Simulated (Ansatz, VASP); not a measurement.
## One calculation of In, two programs

File INCAR:

```
SYSTEM = In
  PREC = Accurate
  ENCUT = 520
  EDIFF = 1E-7
  ISMEAR = 0
  SIGMA = 0.15
  LREAL = .False.
  LASPH = .True.
  NELM = 100
  ALGO = Fast
  ISIF = 2
  LWAVE = .False.
  LCHARG = .True.
  GGA = CA
  LELF = .True.
  LVHAR = .True.
  NBANDS = 12
```

File KPOINTS:

```
Automatic mesh
0
Gamma
  22 22 22
  0 0 0
```

POSCAR

```
In
1.0
   -1.5537886652      1.5537886652      2.6443929292
    1.5537886652     -1.5537886652      2.6443929292
    1.5537886652      1.5537886652     -2.6443929292
In
1
Direct
    0.0000000000      0.0000000000      0.0000000000
```

Input for Ansatz:

```yaml
crystal:
  lattice:
    - [-1.5537886652, 1.5537886652, 2.6443929292]
    - [1.5537886652, -1.5537886652, 2.6443929292]
    - [1.5537886652, 1.5537886652, -2.6443929292]
  atoms:
    - { symbol: In, position: [0.0, 0.0, 0.0] }
basis:
  ecutwfc: 420
kpoints:
  mp_grid: { grid: [22, 22, 22] }
hamiltonian:
  xc: lda
  pseudopotentials: { kind: paw }
scf:
  occupations: { method: gaussian, width: 0.15 }
output:
  forces: true
  stress: true
  eigenvalues: true
```

Alike in both runs: task single point; functional LDA; k mesh 22 × 22 × 22; occupations gaussian, width 0.15 eV; no spin polarisation.

|  | VASP | Ansatz |
| --- | --- | --- |
| version | VASP 6.6.1 | Ansatz 0.2.0 |
| potentials or method | VASP PAW LDA potentials, release 64 (In_d), cutoff 520 eV | scalar-relativistic, plane waves, PAW |
| valence electrons in the cell | 13 | 13 |

|  | VASP | Ansatz | Ansatz less VASP |
| --- | --- | --- | --- |
| gap on the k mesh at the Fermi level (eV) | none | none | - |
| pressure (GPa) | -1.5 | -1.5 | -0.03 |
| traceless stress, the component that is largest in VASP (GPa) | -0.88 | -0.85 | +0.025 |

LDA's correlation is that of Perdew and Zunger in VASP and of Perdew and Wang (1992) in Ansatz. A gap of «none» marks a metal or a gap that the smearing closes.
